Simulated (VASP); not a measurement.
# Ni (Fm-3m) in VASP: a series of runs

Aim: see how the results for Ni move with the level of theory and the settings. Levels: HF, PBE. Tasks: single point, relaxation of cell and atoms.

All numbers are computed with VASP 6.6.1; they aren't measurements. Logs are shortened: lines on timing, memory, paths and dates and some standing lists are left out, and cuts for length are marked.

### Step 1. The cell of the first run

The structure is cubic, space group Fm-3m (No. 225). Conventional cell: a = 3.707 Å, b = 3.707 Å, c = 3.707 Å, α = 90.00°, β = 90.00°, γ = 90.00°. Ni (site symmetry m-3m) has 12 Ni at 2.62 Å within 3.5 Å.

### Step 2. Single point, HF, collinear spin, ferromagnetic start

File POSCAR:

```
Ni
1.0
    0.0000000000      1.8534382593      1.8534382593
    1.8534382593      0.0000000000      1.8534382593
    1.8534382593      1.8534382593      0.0000000000
Ni
1
Direct
    0.0000000000      0.0000000000      0.0000000000
```

File INCAR.step1:

```
PREC = Accurate
ENCUT = 520
EDIFF = 1E-5
ISMEAR = -1
SIGMA = 0.05
LREAL = F
LASPH = T
NELM = 150
ALGO = Normal
ISIF = 2
LWAVE = T
LCHARG = F
ISPIN = 2
MAGMOM = 1
LORBIT = 11
LMAXMIX = 4
NBANDS = 15
GGA = PE
```

File INCAR.step2:

```
PREC = Accurate
ENCUT = 520
EDIFF = 1E-6
ISMEAR = -1
SIGMA = 0.05
LREAL = F
LASPH = T
NELM = 150
ALGO = Normal
ISIF = 2
LWAVE = F
LCHARG = F
ISPIN = 2
MAGMOM = 1
LORBIT = 11
LMAXMIX = 4
GGA = PE
LHFCALC = T
AEXX = 1.0
ALDAC = 0.0
AGGAC = 0.0
PRECFOCK = Normal
NBANDS = 15
ISTART = 1
```

File KPOINTS:

```
Automatic mesh
0
Gamma
  7 7 7
```

Potentials or basis: VASP PAW PBE potentials, release 64 (Ni).

Launch:

```bash
$ cat potpaw_PBE.64/Ni/POTCAR > POTCAR
$ cp INCAR.step1 INCAR
$ mpirun -np 1 vasp_std > vasp.out
$ cp INCAR.step2 INCAR
$ mpirun -np 1 vasp_std > vasp.out
```

OUTCAR:

```text
PREC = Accurate
   ENCUT = 520
   EDIFF = 1E-6
   ISMEAR = -1
   LREAL = F
   LASPH = T
   NELM = 150
   ISIF = 2
   ISPIN = 2
   LORBIT = 11
   GGA = PE
   LHFCALC = T
   AEXX = 1.0
   PRECFOCK = Normal
   ISTART = 1

 ion  position               nearest neighbor table
   1  0.000  0.000  0.000-

  LATTYP: Found a face centered cubic cell.
 ALAT       =     3.7068765186

  Lattice vectors:

 A1 = (   0.0000000000,   1.8534382593,   1.8534382593)
 A2 = (   1.8534382593,   0.0000000000,   1.8534382593)
 A3 = (   1.8534382593,   1.8534382593,   0.0000000000)

Analysis of symmetry for initial positions (statically):
=====================================================================
 Subroutine PRICEL returns:
 Original cell was already a primitive cell.

 Routine SETGRP: Setting up the symmetry group for a
 face centered cubic supercell.

 Subroutine GETGRP returns: Found 48 space group operations
 (whereof 48 operations were pure point group operations)
 out of a pool of 48 trial point group operations.

The static configuration has the point symmetry O_h .

Analysis of symmetry for dynamics (positions and initial velocities):
=====================================================================
 Subroutine PRICEL returns:
 Original cell was already a primitive cell.

 Routine SETGRP: Setting up the symmetry group for a
 face centered cubic supercell.

 Subroutine GETGRP returns: Found 48 space group operations
 (whereof 48 operations were pure point group operations)
 out of a pool of 48 trial point group operations.

The dynamic configuration has the point symmetry O_h .

Analysis of structural, dynamic, and magnetic symmetry:
=====================================================================
 Subroutine PRICEL returns:
 Original cell was already a primitive cell.

 Routine SETGRP: Setting up the symmetry group for a
 face centered cubic supercell.

 Subroutine GETGRP returns: Found 48 space group operations
 (whereof 48 operations were pure point group operations)
 out of a pool of 48 trial point group operations.

The overall configuration has the point symmetry O_h .

 Subroutine INISYM returns: Found 48 space group operations
 (whereof 48 operations are pure point group operations),
 and found     1 'primitive' translations

----------------------------------------------------------------------------------------

                                     Primitive cell

  volume of cell :      12.7340

  direct lattice vectors                    reciprocal lattice vectors
     0.000000000  1.853438259  1.853438259    -0.269768900  0.269768900  0.269768900
     1.853438259  0.000000000  1.853438259     0.269768900 -0.269768900  0.269768900
     1.853438259  1.853438259  0.000000000     0.269768900  0.269768900 -0.269768900

  length of vectors
     2.621157523  2.621157523  2.621157523     0.467253441  0.467253441  0.467253441
[... 128 lines left out ...]

 E-fermi :  11.0807     XC(G=0):   0.0000

 val. band max:       11.0001962037   @ k =   0.4286   0.2857   0.1429
 cond. band min:      11.8496261994   @ k =  -0.2857   0.2857   0.0000
 fundamental gap:      0.8494299957
 Fermi energy:        11.0806681342

 spin component 1

 k-point     1 :       0.0000    0.0000    0.0000
  band No.  band energies     occupation
      1      -6.4124      1.00000
      2      -6.4124      1.00000
      3      -6.4124      1.00000
      4      -4.9938      1.00000
      5      -4.9938      1.00000
      6      -4.1063      1.00000
      7      38.1872      0.00000
      8      40.9124      0.00000
      9      40.9124      0.00000
     10      40.9124      0.00000
     11      43.2573      0.00000
     12      43.2573      0.00000
     13      43.2573      0.00000
     14      46.3028      0.00000
[... 328 lines left out ...]
      1      -6.6418      1.00000
      2      -6.1150      1.00000
      3      -6.0511      1.00000
      4      -5.0931      1.00000
      5      -4.8565      1.00000
      6      18.4991      0.00000
      7      19.4193      0.00000
      8      22.6021      0.00000
      9      26.8011      0.00000
     10      39.8648      0.00000
     11      46.2183      0.00000
     12      46.6781      0.00000
     13      51.2714      0.00000
     14      57.3599      0.00000
     15      61.3943      0.00000
 Fermi energy:        11.0806681342

 spin component 2

 k-point     1 :       0.0000    0.0000    0.0000
  band No.  band energies     occupation
      1      -7.6667      1.00000
      2      -2.6094      1.00000
      3      -2.6094      1.00000
      4       6.2722      1.00000
      5       6.2722      1.00000
      6       6.2722      1.00000
      7      35.0509      0.00000
      8      40.0333      0.00000
      9      40.0333      0.00000
     10      40.0333      0.00000
     11      44.7505      0.00000
     12      44.7505      0.00000
     13      44.7505      0.00000
     14      45.5058      0.00000
[... 329 lines left out ...]
      2      -2.4669      1.00000
      3       3.3972      1.00000
      4       4.4926      1.00000
      5      15.9648      0.00000
      6      18.9253      0.00000
      7      20.6727      0.00000
      8      21.8660      0.00000
      9      25.6794      0.00000
     10      39.4853      0.00000
     11      45.7658      0.00000
     12      46.4207      0.00000
     13      50.9185      0.00000
     14      56.4664      0.00000
     15      60.9325      0.00000

------------------------ aborting loop because EDIFF is reached ----------------------------------------

  FORCE on cell =-STRESS in cart. coord.  units (eV):
  Direction    XX          YY          ZZ          XY          YZ          ZX
  --------------------------------------------------------------------------------------
  -------------------------------------------------------------------------------------
  Total       -0.0360192     -0.0360192     -0.0360192      0.0000000     -0.0000000      0.0000000
  in kB       -4.5318962     -4.5318962     -4.5318962      0.0000000     -0.0000000      0.0000000
  external PRESSURE =      -4.5318962 kB  Pullay stress =       0.0000000 kB

 VOLUME and BASIS-vectors are now :
 -----------------------------------------------------------------------------
  energy-cutoff  :      520.00
  volume of cell :       12.73
      direct lattice vectors                 reciprocal lattice vectors
     0.000000000  1.853438259  1.853438259    -0.269768900  0.269768900  0.269768900
     1.853438259  0.000000000  1.853438259     0.269768900 -0.269768900  0.269768900
     1.853438259  1.853438259  0.000000000     0.269768900  0.269768900 -0.269768900

 POSITION                                       TOTAL-FORCE (eV/Angst)
 -----------------------------------------------------------------------------------
      0.00000      0.00000      0.00000        -0.000000     -0.000000     -0.000000
 -----------------------------------------------------------------------------------
    total drift:                                0.000000     -0.000000     -0.000000

  FREE ENERGIE OF THE ION-ELECTRON SYSTEM (eV)
  ---------------------------------------------------
  free  energy   TOTEN  =       -11.9818817595 eV

  energy  without entropy=      -11.9803054354  energy(sigma->0) =      -11.98109360

 total charge

# of ion       s       p       d       tot
------------------------------------------
    1        0.470   0.493   8.181   9.145

 magnetization (x)

# of ion       s       p       d       tot
------------------------------------------
    1       -0.059  -0.247   1.511   1.205
```

OUTCAR.step1:

```text
PREC = Accurate
   ENCUT = 520
   EDIFF = 1E-5
   ISMEAR = -1
   LREAL = F
   LASPH = T
   NELM = 150
   ISIF = 2
   ISPIN = 2
   LORBIT = 11
   GGA = PE

 ion  position               nearest neighbor table
   1  0.000  0.000  0.000-
[... 945 lines left out ...]
    total drift:                                0.000000     -0.000000      0.000000

  FREE ENERGIE OF THE ION-ELECTRON SYSTEM (eV)
  ---------------------------------------------------
  free  energy   TOTEN  =        -5.3350409105 eV

  energy  without entropy=       -5.3202563866  energy(sigma->0) =       -5.32764865

 total charge

# of ion       s       p       d       tot
------------------------------------------
    1        0.441   0.379   8.249   9.069

 magnetization (x)

# of ion       s       p       d       tot
------------------------------------------
    1       -0.002  -0.020   0.835   0.812
```

Wall time 49 min (1 thread of Intel Xeon Platinum 8375C at 2.90GHz (Ice Lake), shared host); peak memory 0.15 GiB.

Results:

- Free energy: -11.9819 eV
- Pressure: -0.5 GPa
- Net moment: 0.99 μB per cell
- Site moments: Ni +1.21 μB
- Valence electrons inside the program's atomic spheres: Ni 9.14

Levels at points of the mesh, in eV from the Fermi level:
Spin up:
```csv
k point,band 3,band 4,band 5,band 6,band 7,band 8,band 9,band 10
"(0.00, 0.00, 0.00)",-17.49,-16.07,-16.07,-15.19,27.11,29.83,29.83,29.83
```
Spin down:
| k point | band 2 | band 3 | band 4 | band 5 | band 6 | band 7 |
| --- | --- | --- | --- | --- | --- | --- |
| (0.00, 0.00, 0.00) | -13.69 | -13.69 | -4.81 | -4.81 | -4.81 | 23.97 |

Caveat: the k points lie up to 0.42 Å⁻¹ apart; the PAW data sets were made with another functional, which shifts forces and pressure a little.

### Step 3. Relaxation of cell and atoms, PBE, collinear spin, ferromagnetic start, target pressure 20 GPa, at which the enthalpy is minimised

This run uses another cell than the first one, of 10.49 Å³/atom.

File INCAR:

```
PREC = Accurate
ENCUT = 600
EDIFF = 1E-6
ISMEAR = -1
SIGMA = 0.05
LREAL = False
LASPH = True
NELM = 150
ALGO = Normal
ISIF = 3
LWAVE = False
LCHARG = False
ISPIN = 2
MAGMOM = 1
LORBIT = 11
LMAXMIX = 4
GGA = PE
IBRION = 2
NSW = 60
EDIFFG = -0.01
PSTRESS = 200.0
```

File KPOINTS:

```
Automatic mesh
0
Gamma
  13 13 13
```

File POSCAR:

```
Ni
1.0
    0.0000000000      1.7375729330      1.7375729330
    1.7375729330      0.0000000000      1.7375729330
    1.7375729330      1.7375729330      0.0000000000
Ni
1
Direct
    0.0000000000      0.0000000000      0.0000000000
```

Potentials or basis: VASP PAW PBE potentials, release 64 (Ni).

Launch:

```bash
$ cat potpaw_PBE.64/Ni/POTCAR > POTCAR
$ mpirun -np 1 vasp_std > vasp.out
```

It took 76 s on 1 thread of Intel Xeon 8259CL, shared host; peak memory 0.15 GiB.

Results (log left out):

- Free energy: -5.4296 eV
- Relaxed volume: 10.01 Å³/atom
- Relaxed cell: a = 2.419 Å, b = 2.419 Å, c = 2.419 Å, α = 60.00°, β = 60.00°, γ = 60.00°
- Space group after relaxing (to 0.1 Å): Fm-3m (No. 225)
- Energy change on relaxing (the run minimises the enthalpy): +40.7 meV/atom
- Ionic steps: 4
- Pressure after relaxing: 20.0 GPa
- Net moment: 0.62 μB per cell
- Site moments: Ni +0.62 μB
- Valence electrons inside the program's atomic spheres: Ni 9.47

The path:
```
step  energy change (eV)  largest force (eV/Å)  pressure (GPa)  volume (Å³)
   1              0.0000                0.0000            7.86        10.49
   2              0.1744                0.0000           44.21         9.33
   3              0.0396                0.0000           19.80        10.02
   4              0.0407                0.0000           20.02        10.01
```

Final structure:
```cif
data_structure
_symmetry_space_group_name_H-M 'P 1'
_symmetry_Int_Tables_number 1
_cell_length_a 2.4194
_cell_length_b 2.4194
_cell_length_c 2.4194
_cell_angle_alpha 60.000
_cell_angle_beta 60.000
_cell_angle_gamma 60.000
_cell_volume 10.01
loop_
_atom_site_label
_atom_site_type_symbol
_atom_site_fract_x
_atom_site_fract_y
_atom_site_fract_z
_atom_site_occupancy
Ni1 Ni 0.00000 0.00000 0.00000 1
```

Levels at points of the mesh, in eV from the Fermi level:
Spin up:
```tsv
k point	band 1	band 2	band 3	band 4	band 5	band 6	band 7	band 8	band 9	band 10
(0.00, 0.00, 0.00)	-9.61	-2.65	-2.65	-2.65	-1.34	-1.34	24.42	28.94	28.94	28.94
```
Spin down:
| k point | band 1 | band 2 | band 3 | band 4 | band 5 | band 6 | band 7 | band 8 | band 9 | band 10 |
| --- | --- | --- | --- | --- | --- | --- | --- | --- | --- | --- |
| (0.00, 0.00, 0.00) | -9.63 | -1.91 | -1.91 | -1.91 | -0.75 | -0.75 | 24.28 | 28.92 | 28.92 | 28.92 |

Caveat: the cell is relaxed towards a set pressure, so the run minimises the enthalpy, not the energy.
